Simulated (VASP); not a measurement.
Re2C, 6 atoms in the cell. The structure is hexagonal, space group P6_3/mmc (No. 194). Conventional cell: a = 2.835 Å, b = 2.835 Å, c = 9.821 Å, α = 90.00°, β = 90.00°, γ = 120.00°. Within 2.8 Å of Re (site symmetry 3m) lie 3 C at 2.15 Å and 4 Re at 2.69 to 2.78 Å. C (site symmetry -6m2) has 6 Re at 2.15 Å within 2.8 Å. 

```yaml
Program: VASP 6.6.1
Task: single point
Functional: PBEsol
Potentials_or_basis: VASP PAW PBE potentials, release 64 (Re, C)
Cutoff: 520 eV
k_mesh: 12 × 12 × 4
Occupations: gaussian, width 0.1 eV
Spin: no spin polarisation
Dipole_correction: no
Further_INCAR_settings: ALGO = Normal; EDIFF = 1e-06; NBANDS = 27
```

Potentials or basis: VASP PAW PBE potentials, release 64 (Re, C).

Command:

```console
$ cat potpaw_PBE.64/Re/POTCAR potpaw_PBE.64/C/POTCAR > POTCAR
$ mpirun -np 1 vasp_std > vasp.out
```

Hardware: 1 thread of AMD EPYC 7R43 64-Core Processor (Zen 3) (shared host).

**Question.** How long does it take, and how much memory?

**Answer.** It took 5 min on 1 thread of AMD EPYC 7R43 64-Core Processor (Zen 3), on a shared host, peak memory 0.2 GiB. Counts: scf iterations 16, k points 57.
